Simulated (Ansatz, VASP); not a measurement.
## Pb in VASP and in Ansatz

INCAR

```
SYSTEM = Pb
ALGO = Fast
EDIFF = 1E-7
ENCUT = 520
ISIF = 2
ISMEAR = 0
LASPH = .TRUE.
LCHARG = .FALSE.
LREAL = .FALSE.
LWAVE = .FALSE.
NBANDS = 13
NELM = 80
PREC = Accurate
SIGMA = 0.15
```

Contents of KPOINTS:

```
k-points
0
G
  18 18 18
  0 0 0
```

Contents of POSCAR:

```
Pb
1.0
   -2.0291510559      2.0291510559      1.9796595667
    2.0291510559     -2.0291510559      1.9796595667
    2.0291510559      2.0291510559     -1.9796595667
Pb
1
Direct
    0.0000000000      0.0000000000      0.0000000000
```

Input for Ansatz:

```yaml
crystal:
  lattice:
    - [-2.0291510559, 2.0291510559, 1.9796595667]
    - [2.0291510559, -2.0291510559, 1.9796595667]
    - [2.0291510559, 2.0291510559, -1.9796595667]
  atoms:
    - { symbol: Pb, position: [0.0, 0.0, 0.0] }
basis:
  ecutwfc: 420
kpoints:
  mp_grid: { grid: [18, 18, 18] }
hamiltonian:
  xc: lda
scf:
  occupations: { method: gaussian, width: 0.15 }
output:
  forces: true
  stress: true
  eigenvalues: true
```

Change from the starting cell: strain +0.025 along x and y, +0.000 along z, atoms carried along.

Alike in both runs: task single point; functional LDA; k mesh 18 × 18 × 18; occupations gaussian, width 0.15 eV; no spin polarisation.

|  | VASP | Ansatz |
| --- | --- | --- |
| version | VASP 6.6.1 | Ansatz 0.2.0 |
| potentials or method | VASP PAW LDA potentials, release 64 (Pb_d), cutoff 520 eV | scalar-relativistic, plane waves, PAW |
| valence electrons in the cell | 14 | 14 |

```csv
,VASP,Ansatz,Ansatz less VASP
gap on the k mesh at the Fermi level (eV),none,none,-
pressure (GPa),-4.6,-4.6,-0.01
"traceless stress, the component that is largest in VASP (GPa)",-0.33,-0.33,-0.002
```

LDA's correlation is that of Perdew and Zunger in VASP and of Perdew and Wang (1992) in Ansatz. A gap of «none» marks a metal or a gap that the smearing closes.

Neither program's run includes spin-orbit coupling.
